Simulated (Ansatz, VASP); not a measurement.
# Na2Os in VASP and in Ansatz

File INCAR:

```
ALGO = Normal
EDIFF = 1E-7
EDIFFG = -0.04
ENCUT = 600
GGA = PE
IBRION = 2
ISIF = 3
ISMEAR = 0
LASPH = True
LCHARG = False
LREAL = False
LWAVE = False
NELM = 100
NSW = 90
PREC = Accurate
SIGMA = 0.1
```

Contents of KPOINTS:

```
k-points
0
Gamma
  6 6 2
```

File POSCAR:

```
Na2Os
1.0
    3.1254615800      0.0000000000      0.0000000000
   -1.5627307900      2.7067291269      0.0000000000
    0.0000000000      0.0000000000     12.1567638899
Na Os
4 2
Direct
    0.3333333333      0.6666666667      0.6275000000
    0.6666666667      0.3333333333      0.1275000000
    0.3333333333      0.6666666667      0.8725000000
    0.6666666667      0.3333333333      0.3725000000
    0.3333333333      0.6666666667      0.2500000000
    0.6666666667      0.3333333333      0.7500000000
```

Input for Ansatz:

```yaml
crystal:
  lattice:
    - [3.12546158, 0.0, 0.0]
    - [-1.56273079, 2.7067291269, 0.0]
    - [0.0, 0.0, 12.1567638899]
  atoms:
    - { symbol: Na, position: [0.3333333333, 0.6666666667, 0.6275] }
    - { symbol: Na, position: [0.6666666667, 0.3333333333, 0.1275] }
    - { symbol: Na, position: [0.3333333333, 0.6666666667, 0.8725] }
    - { symbol: Na, position: [0.6666666667, 0.3333333333, 0.3725] }
    - { symbol: Os, position: [0.3333333333, 0.6666666667, 0.25] }
    - { symbol: Os, position: [0.6666666667, 0.3333333333, 0.75] }
basis:
  ecutwfc: 420
kpoints:
  mp_grid: { grid: [6, 6, 2] }
hamiltonian:
  xc: pbe
scf:
  occupations: { method: gaussian, width: 0.1 }
  lower_state_search: "off"
output:
  forces: true
  stress: true
  eigenvalues: true
relax:
  adjacent_minimum: "off"
  f_tol: 0.04
  max_steps: 70
  cell: { stress_tol: 0.4 }
```

Alike in both runs: task relaxation of cell and atoms; functional PBE; k mesh 6 × 6 × 2; occupations gaussian, width 0.1 eV; no spin polarisation.

|  | VASP | Ansatz |
| --- | --- | --- |
| version | VASP 6.6.1 | Ansatz 0.2.0 |
| potentials or method | VASP PAW PBE potentials, release 64 (Na_pv, Os), cutoff 600 eV | scalar-relativistic, plane waves, PAW |
| valence electrons in the cell | 44 | 68 |

```csv
,VASP,Ansatz,Ansatz less VASP
"gap on the k mesh at the Fermi level, each at its own relaxed structure (eV)",none,none,-
relaxed volume (Å³/atom),18.59,18.71,+0.117
relaxed length of the cell vector where the two differ most in proportion (Å),16.804,16.852,+0.0484
```

A gap of «none» marks a metal or a gap that the smearing closes. VASP's potentials hold 44 valence electrons a cell and Ansatz's 68, so a difference there can come from the potentials and not from the codes.

The k mesh is coarse, so the values compare programs but aren't converged. Neither program's run includes spin-orbit coupling.
